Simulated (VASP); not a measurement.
# Al (Fmm2) in VASP: further runs

Runs on Al. Level: PBEsol. Tasks: single point.

All numbers are computed with VASP 6.6.1; they aren't measurements. Logs are shortened: lines on timing, memory, paths and dates and some standing lists are left out, and cuts for length are marked.

**1. The cell of the first run**

The structure is orthorhombic, space group Fmm2 (No. 42). Conventional cell: a = 6.425 Å, b = 9.087 Å, c = 9.087 Å, α = 90.00°, β = 90.00°, γ = 90.00°. Al (site symmetry mm2) has 4 Al at 1.87 to 2.46 Å within 2.5 Å. Within 2.5 Å of Al (site symmetry m) lie 1 Al at 1.87 Å. Al (site symmetry 2) has 14 Al at 2.78 to 3.21 Å within 3.7 Å. Within 3.2 Å of Al (site symmetry m) lie 9 Al at 2.46 to 2.78 Å. Within 3.7 Å of Al (site symmetry mm2) lie 15 Al at 2.78 to 3.47 Å.

**2. Single point, PBEsol (atom 1 (Al) moved by -0.936 Å along [1 0 0] and -0.936 Å along [0 1 0])**

Input file INCAR:

```
SYSTEM = Al
PREC = Accurate ; ENCUT = 520
EDIFF = 1E-6 ; ISMEAR = 0
SIGMA = 0.15 ; LREAL = .False.
LASPH = .True. ; NELM = 80
ALGO = Fast ; ISIF = 2
LWAVE = .False. ; LCHARG = .False.
GGA = PS ; NBANDS = 22
```

Input file KPOINTS:

```
regular mesh
0
Gamma
  10 10 10
  0 0 0
```

Input file POSCAR:

```
Al
1.0
    3.2126361663      3.2126361663      3.2126361663
   -3.2126361663     -3.2126361663      3.2126361663
    3.2126361663     -3.2126361663     -3.2126361663
Al
8
Direct
   -0.1456747592      0.6456747592      0.5000000000
    0.0000000000      0.0000000000      0.5000000000
    0.0000000000      0.5000000000      0.0000000000
    0.0000000000      0.0000000000      0.0000000000
    0.5000000000      0.5000000000      0.5000000000
    0.5000000000      0.0000000000      0.5000000000
    0.5000000000      0.5000000000      0.0000000000
    0.5000000000      0.0000000000      0.0000000000
```

Potentials or basis: VASP PAW PBE potentials, release 64 (Al).

The run is started by

```
> cat potpaw_PBE.64/Al/POTCAR > POTCAR
> mpirun -np 1 vasp_std > vasp.out
```

OUTCAR:

```text
SYSTEM = Al
   PREC = Accurate
   ENCUT = 520
   EDIFF = 1E-6
   ISMEAR = 0
   LREAL = .False.
   LASPH = .True.
   NELM = 80
   ISIF = 2
   GGA = PS

 ion  position               nearest neighbor table
   1  0.854  0.646  0.500-   2 1.87   5 1.87   4 2.46   7 2.46   8 3.08   8 3.08   3 3.08   3 3.08
                             6 3.22
   2  0.000  0.000  0.500-   1 1.87   4 2.78   6 2.78   7 2.78   4 2.78   6 2.78   7 2.78   3 3.21
                             3 3.21   5 3.21   8 3.21   5 3.21   8 3.21
   3  0.000  0.500  0.000-   4 2.78   6 2.78   7 2.78   4 2.78   7 2.78   6 2.78   1 3.08   1 3.08
                             5 3.21   2 3.21   8 3.21   5 3.21   8 3.21   2 3.21
   4  0.000  0.000  0.000-   1 2.46   3 2.78   5 2.78   8 2.78   2 2.78   2 2.78   3 2.78   8 2.78
                             5 2.78   6 3.21   6 3.21   7 3.21   7 3.21
   5  0.500  0.500  0.500-   1 1.87   4 2.78   6 2.78   7 2.78   7 2.78   6 2.78   4 2.78   3 3.21
                             2 3.21   8 3.21   3 3.21   2 3.21   8 3.21
   6  0.500  0.000  0.500-   2 2.78   3 2.78   5 2.78   8 2.78   8 2.78   5 2.78   2 2.78   3 2.78
                             7 3.21   7 3.21   4 3.21   4 3.21   1 3.22
   7  0.500  0.500  0.000-   1 2.46   2 2.78   3 2.78   5 2.78   8 2.78   5 2.78   8 2.78   3 2.78
                             2 2.78   6 3.21   6 3.21   4 3.21   4 3.21
   8  0.500  0.000  0.000-   4 2.78   6 2.78   7 2.78   6 2.78   7 2.78   4 2.78   1 3.08   1 3.08
                             3 3.21   5 3.21   2 3.21   5 3.21   2 3.21   3 3.21

  LATTYP: Found a body centered cubic cell.
 ALAT       =     6.4252723326

  Lattice vectors:

 A1 = (   3.2126361663,   3.2126361663,   3.2126361663)
 A2 = (  -3.2126361663,  -3.2126361663,   3.2126361663)
 A3 = (   3.2126361663,  -3.2126361663,  -3.2126361663)

Analysis of symmetry for initial positions (statically):
=====================================================================
 Subroutine PRICEL returns:
 Original cell was already a primitive cell.

 Routine SETGRP: Setting up the symmetry group for a
 body centered cubic supercell.

 Subroutine GETGRP returns: Found  4 space group operations
 (whereof  2 operations were pure point group operations)
 out of a pool of 48 trial point group operations.

The static configuration has the point symmetry C_1h.
 The point group associated with its full space group is C_2v.

Analysis of symmetry for dynamics (positions and initial velocities):
=====================================================================
 Subroutine PRICEL returns:
 Original cell was already a primitive cell.

 Routine SETGRP: Setting up the symmetry group for a
 body centered cubic supercell.

 Subroutine GETGRP returns: Found  4 space group operations
 (whereof  2 operations were pure point group operations)
 out of a pool of 48 trial point group operations.

The dynamic configuration has the point symmetry C_1h.
 The point group associated with its full space group is C_2v.

 Subroutine INISYM returns: Found  4 space group operations
 (whereof  2 operations are pure point group operations),
 and found     1 'primitive' translations

----------------------------------------------------------------------------------------

                                     Primitive cell

  volume of cell :     132.6309

  direct lattice vectors                    reciprocal lattice vectors
     3.212636166  3.212636166  3.212636166     0.155635427  0.000000000  0.155635427
    -3.212636166 -3.212636166  3.212636166     0.000000000 -0.155635427  0.155635427
     3.212636166 -3.212636166 -3.212636166     0.155635427 -0.155635427  0.000000000

  length of vectors
     5.564449066  5.564449066  5.564449066     0.220101731  0.220101731  0.220101731

  position of ions in fractional coordinates (direct lattice)
     0.854325241  0.645674759  0.500000000
     0.000000000  0.000000000  0.500000000
     0.000000000  0.500000000  0.000000000
     0.000000000  0.000000000  0.000000000
     0.500000000  0.500000000  0.500000000
     0.500000000  0.000000000  0.500000000
     0.500000000  0.500000000  0.000000000
     0.500000000  0.000000000  0.000000000

  ion indices of the primitive-cell ions
   primitive index   ion index
                 1           1
                 2           2
                 3           3
                 4           4
                 5           5
                 6           6
                 7           7
                 8           8

----------------------------------------------------------------------------------------

 KPOINTS: regular mesh

Automatic generation of k-mesh.
 Grid dimensions read from file:
 generate k-points for:   10   10   10

 Generating k-lattice:

  Cartesian coordinates                     Fractional coordinates (reciprocal lattice)
     0.015563543  0.000000000  0.015563543     0.100000000  0.000000000  0.000000000
     0.000000000 -0.015563543  0.015563543     0.000000000  0.100000000  0.000000000
     0.015563543 -0.015563543  0.000000000     0.000000000  0.000000000  0.100000000

  Length of vectors
     0.022010173  0.022010173  0.022010173

  Shift w.r.t. Gamma in fractional coordinates (k-lattice)
     0.000000000  0.000000000  0.000000000

 Subroutine IBZKPT returns following result:
 ===========================================

 Found    171 irreducible k-points:

 Following reciprocal coordinates:
            Coordinates               Weight
  0.000000  0.000000  0.000000      1.000000
  0.100000  0.000000  0.000000      8.000000
  0.000000  0.000000  0.100000      2.000000
  0.100000 -0.100000  0.000000      2.000000
  0.200000  0.000000  0.000000      8.000000
  0.000000  0.000000  0.200000      2.000000
[... 16 lines left out ...]
  0.100000 -0.000000  0.200000      8.000000
  0.300000  0.000000 -0.200000      8.000000
 [... further k-points ...]
   k-points           NKPTS =    171   k-points in BZ     NKDIM =    171   number of bands    NBANDS=     22
   number of dos      NEDOS =    301   number of ions     NIONS =      8
   total plane-waves  NPLWV =  74088
   dimension x,y,z NGX =    42 NGY =   42 NGZ =   42
   dimension x,y,z NGXF=    84 NGYF=   84 NGZF=   84
   ions per type =               8
   NGX,Y,Z   is equivalent  to a cutoff of  12.55, 12.55, 12.55 a.u.
   NGXF,Y,Z  is equivalent  to a cutoff of  25.10, 25.10, 25.10 a.u.
 SYSTEM =  Al
   PREC   = accura    normal or accurate (medium, high low for compatibility)
   ISTART =      0    job   : 0-new  1-cont  2-samecut
   ICHARG =      2    charge: 1-file 2-atom 10-const
   ISPIN  =      1    spin polarized calculation?
   LNONCOLLINEAR =      F non collinear calculations
   LSORBIT =      F    spin-orbit coupling
   LASPH  =      T    aspherical Exc in radial PAW
   ENCUT  =  520.0 eV  38.22 Ry    6.18 a.u.  10.35 10.35 10.35*2*pi/ulx,y,z
   NELM   =     80;   NELMIN=  2; NELMDL= -5     # of ELM steps
   EDIFF  = 0.1E-05   stopping-criterion for ELM
   LREAL  =      F    real-space projection
   EDIFFG = 0.1E-04   stopping-criterion for IOM
   NSW    =      0    number of steps for IOM
   IBRION =     -1    ionic relax: 0-MD 1-quasi-New 2-CG
   NFREE  =      0    steps in history (QN), initial steepest desc. (CG)
   ISIF   =      2    stress and relaxation
   ISYM   =      2    0-nonsym 1-usesym 2-fastsym
   POTIM  = 0.5000    time-step for ionic-motion
   TEBEG  =    0.0;   TEEND  =   0.0 temperature during run
   PSTRESS=    0.0 pullay stress
   NELECT =      24.0000    total number of electrons
   NUPDOWN=      -1.0000    fix difference up-down
   EMIN   =  10.00;   EMAX   =-10.00  energy-range for DOS
   EFERMI =   0.00;   METHOD = LEGACY
   ISMEAR =     0;   SIGMA  =   0.15  broadening in eV -4-tet -1-fermi 0-gaus
   EFERMI_NEDOS =   21; number of points for ismear=-14 and -15
   IALGO  =     68    algorithm
   IMIX   =      4    mixing-type and parameters
     AMIX     =   0.40;   BMIX     =  1.00
     AMIX_MAG =   1.60;   BMIX_MAG =  1.00
  volume/ion in A,a.u.               =      16.58       111.88
  Fermi-wavevector in a.u.,A,eV,Ry     =   0.925970  1.749830 11.665920  0.857421
  Thomas-Fermi vector in A             =   2.051882
   LORBIT       =      0    0 simple, 1 ext, 2 COOP (PROOUT), +10 PAW based schemes
   GGA     = PS    functional components
   LHFCALC =     F    Hartree Fock is set to
   AEXX    =    0.0000 exact exchange contribution
   IVDW    =     0    specifies the selected vdW correction
   LEPSILON=     F    determine dielectric tensor
   LRPA    =     F    only Hartree local field effects (RPA)
 non-spin polarized calculation
 RMM-DIIS sequential band-by-band and
 Gauss-broadening in eV      SIGMA  =   0.15
  energy-cutoff  :      520.00
  volume of cell :      132.63
 maximum number of plane-waves:      3593
 NGX is ok and might be reduce to    42
   NGX = 21   NGY = 21   NGZ = 21

 number of electron      23.9999999 magnetization

 Free energy of the ion-electron system (eV)
  ---------------------------------------------------
  ext. energy  EPLUGINS =         0.00000000
  ---------------------------------------------------
  free energy    TOTEN  =       -24.76539676 eV

  energy without entropy =      -24.73380172  energy(sigma->0) =      -24.74959924

 E-fermi :   7.7462     XC(G=0): -10.1547

 val. band max:        7.7414137835   @ k =   0.1000   0.3000   0.3000
 cond. band min:       7.7484960578   @ k =   0.5000   0.5000   0.3000
 fundamental gap:      0.0070822743
 Fermi energy:         7.7462088845

 k-point     1 :       0.0000    0.0000    0.0000
  band No.  band energies     occupation
      1      -3.5303      2.00000
      2       1.8816      2.00000
      3       2.6245      2.00000
      4       2.7425      2.00000
      5       3.2361      2.00000
      6       3.2478      2.00000
[... 14 lines left out ...]
     21      14.6474      0.00000
     22      15.2828      0.00000

 k-point     2 :       0.1000    0.0000    0.0000
  band No.  band energies     occupation
      1      -3.4639      2.00000
      2       1.4532      2.00000
      3       2.4013      2.00000
      4       2.6141      2.00000
      5       2.9533      2.00000
      6       3.3024      2.00000
[... 14 lines left out ...]
     21      14.0494      0.00000
     22      14.6032      0.00000
[... 523 lines left out ...]
     21      13.0616      0.00000
     22      13.6246      0.00000

 k-point    24 :       0.3000    0.0000   -0.2000
  band No.  band energies     occupation
      1      -3.0766      2.00000
      2       0.3014      2.00000
      3       1.0778      2.00000
      4       2.1713      2.00000
      5       2.7174      2.00000
      6       3.4208      2.00000
[... 14 lines left out ...]
     21      12.8145      0.00000
     22      13.5006      0.00000

 [... further k-points ...]
[... 5 lines left out ...]
  --------------------------------------------------------------------------------------
  -------------------------------------------------------------------------------------
  Total        6.8781534      6.8781534     32.7586059      4.7875718      0.0000000      0.0000000
  in kB       83.0879069     83.0879069    395.7230698     57.8337371      0.0000000      0.0000000
  external PRESSURE =     187.2996279 kB  Pullay stress =       0.0000000 kB

 VOLUME and BASIS-vectors are now :
 -----------------------------------------------------------------------------
  energy-cutoff  :      520.00
  volume of cell :      132.63
      direct lattice vectors                 reciprocal lattice vectors
     3.212636166  3.212636166  3.212636166     0.155635427  0.000000000  0.155635427
    -3.212636166 -3.212636166  3.212636166     0.000000000 -0.155635427  0.155635427
     3.212636166 -3.212636166 -3.212636166     0.155635427 -0.155635427  0.000000000

 POSITION                                       TOTAL-FORCE (eV/Angst)
 -----------------------------------------------------------------------------------
      2.27664     -0.93600      3.21264         9.706681      9.706681     -0.000000
      1.60632     -1.60632     -1.60632        -4.590252     -4.590252     10.805782
     -1.60632     -1.60632      1.60632         0.075647      0.075647     -0.000000
      0.00000      0.00000      0.00000         0.224795     -0.950202     -0.000000
      1.60632     -1.60632      1.60632        -4.590252     -4.590252    -10.805782
      3.21264      0.00000      0.00000         0.047936      0.047936     -0.000000
      0.00000      0.00000      3.21264        -0.950202      0.224795     -0.000000
      1.60632      1.60632      1.60632         0.075647      0.075647     -0.000000
 -----------------------------------------------------------------------------------
    total drift:                               -0.000016     -0.000016     -0.000000

  FREE ENERGIE OF THE ION-ELECTRON SYSTEM (eV)
  ---------------------------------------------------
  free  energy   TOTEN  =       -24.7653967558 eV

  energy  without entropy=      -24.7338017176  energy(sigma->0) =      -24.74959924
```

Wall time 7.8 min (1 thread of AMD EPYC 9R45 (Zen 5), shared host); peak memory 0.44 GiB.

Results:

| Quantity | Value |
| --- | --- |
| Free energy | -24.7654 eV |
| Pressure | 18.7 GPa |
| Largest force | 13.727 eV/Å |
| Band gap on the k mesh | zero (band 12 reaches 8.87 eV, above the bottom of band 13 at 5.89 eV) |

Forces on the atoms (eV/Å):
```
Al    9.707   9.707   0.000
Al   -4.590  -4.590  10.806
Al    0.076   0.076   0.000
Al    0.225  -0.950   0.000
Al   -4.590  -4.590 -10.806
Al    0.048   0.048   0.000
Al   -0.950   0.225   0.000
Al    0.076   0.076   0.000
```

Stress tensor (GPa, compression positive):
```
 8.31  5.78  0.00
 5.78  8.31  0.00
 0.00  0.00 39.57
```

Caveat: the cell differs from its parent crystal (atom 1 (Al) moved by -0.936 Å along [1 0 0] and -0.936 Å along [0 1 0]); the PAW data sets were made with another functional, which shifts forces and pressure a little.

(Part 1 of 2 ends here.)
